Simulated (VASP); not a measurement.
# In (Im-3m) in VASP: a series of runs, part 2 of 2

VASP 6.6.1. The steps go on from the part before.

### Step 4. Single point, PBE (strain +0.040 along x and y, +0.040 along z)

The input, INCAR:

```
SYSTEM = In
  PREC = Accurate
  ENCUT = 520
  EDIFF = 1E-6
  ISMEAR = 0
  SIGMA = 0.15
  LREAL = .FALSE.
  LASPH = .TRUE.
  NELM = 80
  ALGO = Fast
  ISIF = 2
  LWAVE = .FALSE.
  LCHARG = .TRUE.
  GGA = PE
  LELF = .TRUE.
  LVHAR = .TRUE.
  NBANDS = 12
```

The input, KPOINTS:

```
Automatic mesh
0
G
  18 18 18
  0 0 0
```

The input, POSCAR:

```
In
1.0
   -1.9578262496      1.9578262496      1.9578262496
    1.9578262496     -1.9578262496      1.9578262496
    1.9578262496      1.9578262496     -1.9578262496
In
1
Direct
    0.0000000000      0.0000000000      0.0000000000
```

Potentials or basis: VASP PAW PBE potentials, release 64 (In_d).

On the command line:

```
> cat potpaw_PBE.64/In_d/POTCAR > POTCAR
> mpirun -np 1 vasp_std > vasp.out
```

OUTCAR:

```text
SYSTEM = In
   PREC = Accurate
   ENCUT = 520
   EDIFF = 1E-6
   ISMEAR = 0
   LREAL = .FALSE.
   LASPH = .TRUE.
   NELM = 80
   ISIF = 2
   GGA = PE

 ion  position               nearest neighbor table
   1  0.000  0.000  0.000-

  LATTYP: Found a body centered cubic cell.
 ALAT       =     3.9156524992

  Lattice vectors:

 A1 = (  -1.9578262496,   1.9578262496,   1.9578262496)
 A2 = (   1.9578262496,  -1.9578262496,   1.9578262496)
 A3 = (   1.9578262496,   1.9578262496,  -1.9578262496)

Analysis of symmetry for initial positions (statically):
=====================================================================
 Subroutine PRICEL returns:
 Original cell was already a primitive cell.

 Routine SETGRP: Setting up the symmetry group for a
 body centered cubic supercell.

 Subroutine GETGRP returns: Found 48 space group operations
 (whereof 48 operations were pure point group operations)
 out of a pool of 48 trial point group operations.

The static configuration has the point symmetry O_h .

Analysis of symmetry for dynamics (positions and initial velocities):
[... 168 lines left out ...]
      1      -8.4930      2.00000
      2      -8.4930      2.00000
      3      -8.4930      2.00000
      4      -8.2990      2.00000
      5      -8.2990      2.00000
      6      -2.5857      2.00000
      7      15.7510      0.00000
      8      15.7510      0.00000
      9      15.7510      0.00000
     10      18.6333      0.00000
     11      18.6333      0.00000
     12      18.6333      0.00000
[... 331 lines left out ...]
 k-point    24 :       0.3889    0.1111   -0.0000
  band No.  band energies     occupation
      1      -8.5506      2.00000
      2      -8.4846      2.00000
      3      -8.3147      2.00000
      4      -8.3090      2.00000
      5      -8.2048      2.00000
      6       1.6790      2.00000
      7       4.3888      2.00000
      8      10.0040      0.00000
      9      12.2453      0.00000
     10      15.8841      0.00000
     11      17.6656      0.00000
     12      20.4748      0.00000

 [... further k-points ...]

------------------------ aborting loop because EDIFF is reached ----------------------------------------

  FORCE on cell =-STRESS in cart. coord.  units (eV):
  Direction    XX          YY          ZZ          XY          YZ          ZX
  --------------------------------------------------------------------------------------
  -------------------------------------------------------------------------------------
  Total       -0.4246351     -0.4246351     -0.4246351     -0.0000000      0.0000000     -0.0000000
  in kB      -22.6643903    -22.6643903    -22.6643903     -0.0000000      0.0000000     -0.0000000
  external PRESSURE =     -22.6643903 kB  Pullay stress =       0.0000000 kB

 VOLUME and BASIS-vectors are now :
 -----------------------------------------------------------------------------
  energy-cutoff  :      520.00
  volume of cell :       30.02
      direct lattice vectors                 reciprocal lattice vectors
    -1.957826250  1.957826250  1.957826250     0.000000000  0.255385277  0.255385277
     1.957826250 -1.957826250  1.957826250     0.255385277  0.000000000  0.255385277
     1.957826250  1.957826250 -1.957826250     0.255385277  0.255385277  0.000000000

 POSITION                                       TOTAL-FORCE (eV/Angst)
 -----------------------------------------------------------------------------------
      0.00000      0.00000      0.00000        -0.000000      0.000000      0.000000
 -----------------------------------------------------------------------------------
    total drift:                               -0.000000     -0.000000     -0.000000

  FREE ENERGIE OF THE ION-ELECTRON SYSTEM (eV)
  ---------------------------------------------------
  free  energy   TOTEN  =        -2.5368705291 eV

  energy  without entropy=       -2.5313596196  energy(sigma->0) =       -2.53411507
```

OSZICAR:

```text
N       E                     dE             d eps       ncg     rms          rms(c)
DAV:   1     0.789344726573E+02    0.78934E+02   -0.62410E+03  4744   0.130E+03
DAV:   2     0.145886991958E+01   -0.77476E+02   -0.75818E+02  4836   0.290E+02
DAV:   3    -0.246098208078E+01   -0.39199E+01   -0.39085E+01  5680   0.651E+01
DAV:   4    -0.255222709185E+01   -0.91245E-01   -0.91223E-01  5876   0.102E+01
DAV:   5    -0.255635868719E+01   -0.41316E-02   -0.41315E-02  6312   0.186E+00    0.169E+00
RMM:   6    -0.253988080185E+01    0.16478E-01   -0.23051E-02  5690   0.233E+00    0.904E-01
RMM:   7    -0.253685298813E+01    0.30278E-02   -0.94785E-03  5466   0.121E+00    0.203E-01
RMM:   8    -0.253679675146E+01    0.56237E-04   -0.15735E-03  6096   0.638E-01    0.474E-02
RMM:   9    -0.253685718652E+01   -0.60435E-04   -0.51422E-04  6799   0.248E-01    0.373E-02
RMM:  10    -0.253686411245E+01   -0.69259E-05   -0.16281E-04  6177   0.235E-01    0.579E-03
RMM:  11    -0.253686905477E+01   -0.49423E-05   -0.71139E-05  7587   0.910E-02    0.737E-03
RMM:  12    -0.253687053898E+01   -0.14842E-05   -0.14293E-05  5508   0.435E-02    0.139E-02
RMM:  13    -0.253687052907E+01    0.99101E-08   -0.27097E-06  4395   0.227E-02
   1 F= -.25368705E+01 E0= -.25341151E+01  d E =-.551091E-02
```

stdout:

```text
POSCAR found type information on POSCAR In
 POSCAR found :  1 types and       1 ions
 scaLAPACK will be used
 LDA part: xc-table for (Slater+PW92), standard interpolation
 POSCAR, INCAR and KPOINTS ok, starting setup
 FFT: planning ... GRIDC
 FFT: planning ... GRID_SOFT
 FFT: planning ... GRID
 WAVECAR not read
 entering main loop
WARNING in EDDRMM: call to ZHEGV failed, returncode =   8  4     11
WARNING in EDDRMM: call to ZHEGV failed, returncode =   6  3     11
WARNING in EDDRMM: call to ZHEGV failed, returncode =   6  3     10
WARNING in EDDRMM: call to ZHEGV failed, returncode =   8  4     11
```

It took 32 s on 1 thread of Intel Xeon 6975P-C (Granite Rapids), shared host; peak memory 0.2 GiB.

Results:

```yaml
Free_energy: -2.5369 eV
Pressure: -2.3 GPa
```

Caveat: the cell differs from its parent crystal (strain +0.040 along x and y, +0.040 along z); spin-orbit coupling is left out, which moves the levels of the heavy elements.

### Step 5. Single point, PBE (strain +0.080 along x and y, +0.080 along z)

The input, INCAR:

```
SYSTEM = In
ALGO = Normal
EDIFF = 1E-6
ENCUT = 520
GGA = PE
ISIF = 2
ISMEAR = 0
LASPH = .True.
LCHARG = .False.
LREAL = .False.
LWAVE = .False.
NBANDS = 12
NELM = 80
PREC = Accurate
SIGMA = 0.15
```

The input, KPOINTS:

```
k-points
0
Gamma
  18 18 18
  0 0 0
```

The input, POSCAR:

```
In
1.0
   -2.0331272592      2.0331272592      2.0331272592
    2.0331272592     -2.0331272592      2.0331272592
    2.0331272592      2.0331272592     -2.0331272592
In
1
Direct
    0.0000000000      0.0000000000      0.0000000000
```

On the command line:

```
> cat potpaw_PBE.64/In_d/POTCAR > POTCAR
> mpirun -np 1 vasp_std > vasp.out
```

Run time: 22 s. Hardware: 1 thread of Intel Xeon 6975P-C (Granite Rapids), shared host; peak memory 0.21 GiB.

It converged, with:

* Free energy: -2.4651 eV
* Pressure: -4.0 GPa

Levels at points of the mesh, in eV from the Fermi level:
| k point | band 4 | band 5 | band 6 | band 7 | band 8 | band 9 |
| --- | --- | --- | --- | --- | --- | --- |
| (0.00, 0.00, 0.00) | -14.36 | -14.36 | -8.01 | 8.64 | 8.64 | 8.64 |
| (0.50, 0.00, 0.00) | -14.36 | -14.27 | -3.91 | -2.25 | 4.86 | 6.36 |
| (0.50, 0.50, 0.50) | -14.29 | -14.29 | -0.55 | 1.26 | 1.26 | 1.26 |

Caveat: the cell differs from its parent crystal (strain +0.080 along x and y, +0.080 along z); spin-orbit coupling is left out, which moves the levels of the heavy elements.

### Step 6. Summary

```tsv
cell	gap on the mesh (eV)	pressure (GPa)
a = 3.000 Å, angles 109.5°, 1 atom	none	21.2
a = 3.130 Å, angles 109.5°, 1 atom	none	8.5
a = 3.391 Å, angles 109.5°, 1 atom	none	-2.3
a = 3.521 Å, angles 109.5°, 1 atom	none	-4.0
```

Alike in all rows: task single point; level PBE; potentials or basis VASP PAW PBE potentials, release 64 (In_d); no spin polarisation; k mesh 18 × 18 × 18; cutoff (eV) 520; smearing gaussian 0.15 eV.

Caveats: spin-orbit coupling is left out, which moves the levels of the heavy elements.

Total energies depend on the potentials used, so only differences within one code and one set of settings carry meaning.
